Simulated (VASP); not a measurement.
Write the native input for VASP 6.6.1 that does the following.

| Quantity | Value |
| --- | --- |
| Task | single point |
| Functional | LDA |
| Potentials or basis | VASP PAW LDA potentials, release 64 (Na_pv) |
| Cutoff | 520 eV |
| k mesh | 18 × 18 × 18 |
| Occupations | gaussian, width 0.15 eV |
| Spin | no spin polarisation |
| Dipole correction | no |
| Further INCAR settings | ALGO = Fast; EDIFF = 1e-06; NBANDS = 10 |

The structure of Na lies in POSCAR:

```
Na
1.0
   -1.8102542474      1.8102542474      2.8471500000
    1.8102542474     -1.8102542474      2.8471500000
    1.8102542474      1.8102542474     -2.8471500000
Na
1
Direct
    0.0000000000      0.0000000000      0.0000000000
```

These files were run (other wordings do the same):

INCAR

```
SYSTEM = Na
ALGO     = Fast           ! electronic algorithm
EDIFF    = 1E-6           ! SCF threshold, eV
ENCUT    = 520            ! plane-wave cutoff, eV
GGA      = CA             ! functional
ISIF     = 2              ! what is computed and relaxed
ISMEAR   = 0              ! smearing method
LASPH    = .TRUE.         ! aspherical terms in the spheres
LCHARG   = .FALSE.        ! write CHGCAR
LREAL    = .FALSE.        ! projectors in reciprocal space
LWAVE    = .FALSE.        ! write WAVECAR
NBANDS   = 10             ! bands
NELM     = 60             ! most SCF steps
PREC     = Accurate       ! precision mode
SIGMA    = 0.15           ! smearing width, eV
```

KPOINTS

```
k-points
0
G
  18 18 18
  0 0 0
```

Potentials or basis: VASP PAW LDA potentials, release 64 (Na_pv).

Launch:

```console
$ cat potpaw_LDA.64/Na_pv/POTCAR > POTCAR
$ mpirun -np 1 vasp_std > vasp.out
```

It gave:

```yaml
Pressure: -0.9 GPa
Band_gap_on_the_k_mesh: zero (an odd number of electrons rules out a gap without spin polarisation)
```

It took 72 s on 1 thread of AMD EPYC 9R45 96-Core Processor (Zen 5) (shared host), peak memory 0.22 GiB.
